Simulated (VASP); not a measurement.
MgS, 2 atoms in the cell. Symmetry: I4/mmm, No. 139, tetragonal system. The conventional cell has a = 3.679 Å, b = 3.679 Å, c = 5.047 Å, α = 90.00°, β = 90.00°, γ = 90.00°. Mg (site symmetry 4/mmm) has 6 S at 2.52 to 2.60 Å within 3.3 Å. Within 3.3 Å of S (site symmetry 4/mmm) lie 6 Mg at 2.52 to 2.60 Å.  This cell differs from its parent crystal: zz strain of -3 %.

```yaml
Program: VASP 6.6.1
Task: single point
Functional: LDA
Potentials_or_basis: VASP PAW LDA potentials, release 64 (Mg, S)
Cutoff: 520 eV
k_mesh: 8 × 8 × 8
Occupations: fermi-dirac, width 0.01 eV
Spin: no spin polarisation
Dipole_correction: no
Further_INCAR_settings: ALGO = Normal; EDIFF = 1e-07; NBANDS = 11
```

Potentials or basis: VASP PAW LDA potentials, release 64 (Mg, S).

Command:

```bash
$ cat potpaw_LDA.64/Mg/POTCAR potpaw_LDA.64/S/POTCAR > POTCAR
$ mpirun -np 1 vasp_std > vasp.out
```

Hardware: 1 thread of Intel Xeon 8259CL, with other jobs on the host.

Question: How long does it take, and how much memory?

Answer: Run time: 40 s on 1 thread of Intel Xeon 8259CL, on a shared host, peak memory 0.15 GiB. Counts: scf iterations 12, k points 59.
